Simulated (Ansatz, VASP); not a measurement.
# ZnReH in VASP and in Ansatz

```
Zn Re H
1.0
     3.30143    0.00000    0.00000
     0.00000    3.30143    0.00000
     0.00000    0.00000    3.36931
Zn Re H
1 1 1
Direct
  0.50000 0.50000 0.50000
  0.00000 0.00000 0.00000
  0.50000 0.50000 0.00000
```

Change from the starting cell: species swapped into the HoCoC type (P4/mmm, No. 123).

Alike in both runs: task relaxation of cell and atoms; functional PBE; k mesh 6 × 6 × 6; occupations gaussian, width 0.1 eV; no spin polarisation.

```csv
,VASP,Ansatz
version,VASP 6.6.1,Ansatz 0.2.0
potentials or method,"VASP PAW PBE potentials, release 64 (Zn, Re, H), cutoff 600 eV","scalar-relativistic, plane waves, PAW"
valence electrons in the cell,20,28
```

|  | VASP | Ansatz | Ansatz less VASP |
| --- | --- | --- | --- |
| gap on the k mesh at the Fermi level, each at its own relaxed structure (eV) | none | none | - |
| relaxed volume (Å³/atom) | 10.78 | 10.74 | -0.041 |
| relaxed cell length with the largest relative difference (Å) | 2.791 | 2.786 | -0.0041 |

A gap of «none» marks a metal or a gap that the smearing closes. VASP's potentials hold 20 valence electrons a cell and Ansatz's 28, so a difference there can come from the potentials and not from the codes.

Neither program's run includes spin-orbit coupling.
